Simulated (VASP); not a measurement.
# KCl (Fm-3m) in VASP: further runs

Runs on KCl. Level: LDA. Tasks: single point.

Program: VASP 6.6.1. These are calculated values, not measurements. Logs are shortened: lines on timing, memory, paths and dates and some standing lists are left out, and cuts for length are marked.

## 1. The cell of the first run

Symmetry: Fm-3m, No. 225, cubic system. The conventional cell has a = 6.312 Å, b = 6.312 Å, c = 6.312 Å, α = 90.00°, β = 90.00°, γ = 90.00°. K (site symmetry m-3m) has 6 Cl at 3.16 Å within 4.2 Å. Within 4.2 Å of Cl (site symmetry m-3m) lie 6 K at 3.16 Å.

## 2. Single point, LDA

INCAR reads:

```
SYSTEM = KCl
PREC = Accurate
ENCUT = 520
EDIFF = 1E-7
ISMEAR = -1
SIGMA = 0.03
LREAL = .False.
LASPH = .True.
NELM = 80
ALGO = Normal
ISIF = 2
LWAVE = .False.
LCHARG = .False.
NBANDS = 15
```

KPOINTS reads:

```
regular mesh
0
Gamma
  7 7 7
  0 0 0
```

POSCAR reads:

```
KCl
1.0
    0.0000000000      3.1561000000      3.1561000000
    3.1561000000      0.0000000000      3.1561000000
    3.1561000000      3.1561000000      0.0000000000
K Cl
1 1
Direct
    0.0000000000      0.0000000000      0.0000000000
    0.5000000000      0.5000000000      0.5000000000
```

Potentials or basis: VASP PAW LDA potentials, release 64 (K_sv, Cl).

Launch:

```sh
> cat potpaw_LDA.64/K_sv/POTCAR potpaw_LDA.64/Cl/POTCAR > POTCAR
> mpirun -np 1 vasp_std > vasp.out
```

OUTCAR:

```text
SYSTEM = KCl
   PREC = Accurate
   ENCUT = 520
   EDIFF = 1E-7
   ISMEAR = -1
   LREAL = .False.
   LASPH = .True.
   NELM = 80
   ISIF = 2

 ion  position               nearest neighbor table
   1  0.000  0.000  0.000-   2 3.16   2 3.16   2 3.16   2 3.16   2 3.16   2 3.16
   2  0.500  0.500  0.500-   1 3.16   1 3.16   1 3.16   1 3.16   1 3.16   1 3.16

  LATTYP: Found a face centered cubic cell.
 ALAT       =     6.3122000000

  Lattice vectors:

 A1 = (   0.0000000000,   3.1561000000,   3.1561000000)
 A2 = (   3.1561000000,   0.0000000000,   3.1561000000)
 A3 = (   3.1561000000,   3.1561000000,   0.0000000000)

Analysis of symmetry for initial positions (statically):
=====================================================================
 Subroutine PRICEL returns:
 Original cell was already a primitive cell.

 Routine SETGRP: Setting up the symmetry group for a
 face centered cubic supercell.

 Subroutine GETGRP returns: Found 48 space group operations
 (whereof 48 operations were pure point group operations)
 out of a pool of 48 trial point group operations.

The static configuration has the point symmetry O_h .

Analysis of symmetry for dynamics (positions and initial velocities):
=====================================================================
 Subroutine PRICEL returns:
 Original cell was already a primitive cell.

 Routine SETGRP: Setting up the symmetry group for a
 face centered cubic supercell.

 Subroutine GETGRP returns: Found 48 space group operations
 (whereof 48 operations were pure point group operations)
 out of a pool of 48 trial point group operations.

The dynamic configuration has the point symmetry O_h .

 Subroutine INISYM returns: Found 48 space group operations
 (whereof 48 operations are pure point group operations),
 and found     1 'primitive' translations

----------------------------------------------------------------------------------------

                                     Primitive cell

  volume of cell :      62.8756

  direct lattice vectors                    reciprocal lattice vectors
     0.000000000  3.156100000  3.156100000    -0.158423371  0.158423371  0.158423371
     3.156100000  0.000000000  3.156100000     0.158423371 -0.158423371  0.158423371
     3.156100000  3.156100000  0.000000000     0.158423371  0.158423371 -0.158423371

  length of vectors
     4.463399424  4.463399424  4.463399424     0.274397327  0.274397327  0.274397327

  position of ions in fractional coordinates (direct lattice)
     0.000000000  0.000000000  0.000000000
     0.500000000  0.500000000  0.500000000

  ion indices of the primitive-cell ions
   primitive index   ion index
                 1           1
[... 81 lines left out ...]
   EMIN   =  10.00;   EMAX   =-10.00  energy-range for DOS
   EFERMI =   0.00;   METHOD = LEGACY
   ISMEAR =    -1;   SIGMA  =   0.03  broadening in eV -4-tet -1-fermi 0-gaus
   EFERMI_NEDOS =   21; number of points for ismear=-14 and -15
   IALGO  =     38    algorithm
   IMIX   =      4    mixing-type and parameters
     AMIX     =   0.40;   BMIX     =  1.00
     AMIX_MAG =   1.60;   BMIX_MAG =  1.00
  volume/ion in A,a.u.               =      31.44       212.15
  Fermi-wavevector in a.u.,A,eV,Ry     =   1.037419  1.960437 14.643101  1.076238
  Thomas-Fermi vector in A             =   2.171856
   LORBIT       =      0    0 simple, 1 ext, 2 COOP (PROOUT), +10 PAW based schemes
   GGA     = CA    functional components
   LHFCALC =     F    Hartree Fock is set to
   AEXX    =    0.0000 exact exchange contribution
   IVDW    =     0    specifies the selected vdW correction
   LEPSILON=     F    determine dielectric tensor
   LRPA    =     F    only Hartree local field effects (RPA)
 non-spin polarized calculation
  energy-cutoff  :      520.00
  volume of cell :       62.88
 maximum number of plane-waves:      1716
 NGX is ok and might be reduce to    36
   NGX = 17   NGY = 17   NGZ = 17

 number of electron      15.9999998 magnetization

 Free energy of the ion-electron system (eV)
  ---------------------------------------------------
  ext. energy  EPLUGINS =         0.00000000
  ---------------------------------------------------
  free energy    TOTEN  =        -7.36285593 eV

  energy without entropy =       -7.36285593  energy(sigma->0) =       -7.36285593

 E-fermi :  -1.4354     XC(G=0):  -8.0726

 val. band max:       -2.1199740935   @ k =   0.0000   0.0000   0.0000
 cond. band min:       2.5977936148   @ k =   0.0000   0.0000   0.0000
 fundamental gap:      4.7177677083
 Fermi energy:        -1.4354102636

 k-point     1 :       0.0000    0.0000    0.0000
  band No.  band energies     occupation
      1     -28.9728      2.00000
      2     -14.1356      2.00000
      3     -12.6705      2.00000
      4     -12.6705      2.00000
      5     -12.6705      2.00000
      6      -2.1200      2.00000
      7      -2.1200      2.00000
      8      -2.1200      2.00000
      9       2.5978      0.00000
     10       5.9611      0.00000
     11       5.9611      0.00000
     12       5.9611      0.00000
     13       6.8885      0.00000
     14       6.8885      0.00000
[... 329 lines left out ...]
      2     -14.1460      2.00000
      3     -12.7817      2.00000
      4     -12.7436      2.00000
      5     -12.5788      2.00000
      6      -2.7329      2.00000
      7      -2.6532      2.00000
      8      -2.5008      2.00000
      9       5.2447      0.00000
     10       5.9396      0.00000
     11       7.0183      0.00000
     12       7.4783      0.00000
     13       9.0169      0.00000
     14       9.1117      0.00000
     15       9.8864      0.00000

------------------------ aborting loop because EDIFF is reached ----------------------------------------

  FORCE on cell =-STRESS in cart. coord.  units (eV):
  Direction    XX          YY          ZZ          XY          YZ          ZX
  --------------------------------------------------------------------------------------
  -------------------------------------------------------------------------------------
  Total       -0.8016775     -0.8016775     -0.8016775     -0.0000000     -0.0000000      0.0000000
  in kB      -20.4281023    -20.4281023    -20.4281023     -0.0000000     -0.0000000      0.0000000
  external PRESSURE =     -20.4281023 kB  Pullay stress =       0.0000000 kB

 VOLUME and BASIS-vectors are now :
 -----------------------------------------------------------------------------
  energy-cutoff  :      520.00
  volume of cell :       62.88
      direct lattice vectors                 reciprocal lattice vectors
     0.000000000  3.156100000  3.156100000    -0.158423371  0.158423371  0.158423371
     3.156100000  0.000000000  3.156100000     0.158423371 -0.158423371  0.158423371
     3.156100000  3.156100000  0.000000000     0.158423371  0.158423371 -0.158423371

 POSITION                                       TOTAL-FORCE (eV/Angst)
 -----------------------------------------------------------------------------------
      0.00000      0.00000      0.00000         0.000000      0.000000      0.000000
      3.15610      3.15610      3.15610        -0.000000     -0.000000     -0.000000
 -----------------------------------------------------------------------------------
    total drift:                                0.000000      0.000000      0.000000

  FREE ENERGIE OF THE ION-ELECTRON SYSTEM (eV)
  ---------------------------------------------------
  free  energy   TOTEN  =        -7.3628559265 eV

  energy  without entropy=       -7.3628559265  energy(sigma->0) =       -7.36285593
```

OSZICAR:

```text
N       E                     dE             d eps       ncg     rms          rms(c)
DAV:   1     0.107086782951E+03    0.10709E+03   -0.70428E+03   600   0.960E+02
DAV:   2    -0.781990753209E+00   -0.10787E+03   -0.97559E+02   748   0.248E+02
DAV:   3    -0.743159442258E+01   -0.66496E+01   -0.66110E+01   832   0.537E+01
DAV:   4    -0.766036444080E+01   -0.22877E+00   -0.22869E+00   916   0.970E+00
DAV:   5    -0.766243418558E+01   -0.20697E-02   -0.20697E-02   839   0.935E-01    0.338E+00
DAV:   6    -0.739132392563E+01    0.27111E+00   -0.37077E-01   733   0.320E+00    0.271E+00
DAV:   7    -0.736342374440E+01    0.27900E-01   -0.59406E-02   817   0.153E+00    0.158E+00
DAV:   8    -0.736273722594E+01    0.68652E-03   -0.10626E-02   883   0.774E-01    0.227E-01
DAV:   9    -0.736273311046E+01    0.41155E-05   -0.54677E-04   755   0.138E-01    0.799E-02
DAV:  10    -0.736285429515E+01   -0.12118E-03   -0.81978E-05   693   0.667E-02    0.137E-02
DAV:  11    -0.736285545477E+01   -0.11596E-05   -0.35731E-06   899   0.137E-02    0.616E-03
DAV:  12    -0.736285594393E+01   -0.48916E-06   -0.14777E-06   698   0.837E-03    0.297E-03
DAV:  13    -0.736285592648E+01    0.17455E-07   -0.22427E-07   768   0.340E-03
   1 F= -.73628559E+01 E0= -.73628559E+01  d E =-.381566E-11
```

stdout:

```text
POSCAR found type information on POSCAR K Cl
 POSCAR found :  2 types and       2 ions
 scaLAPACK will be used
 LDA part: xc-table for (Slater(with rela. corr.)+CA(PZ))
 , standard interpolation
 POSCAR, INCAR and KPOINTS ok, starting setup
 FFT: planning ... GRIDC
 FFT: planning ... GRID_SOFT
 FFT: planning ... GRID
 WAVECAR not read
 entering main loop
```

Wall time 43 s (1 thread of AMD EPYC 7R13, shared host); peak memory 0.14 GiB.

Results:

```
Free energy            : -7.3629 eV
Pressure               : -2.0 GPa
Band gap on the k mesh : 4.72 eV
```

Caveat: an odd mesh through Γ misses points on the zone boundary, where band edges can lie. Expect the measured gap to be larger: semilocal functionals such as LDA lack the derivative discontinuity.

(Part 1 of 3 ends here.)
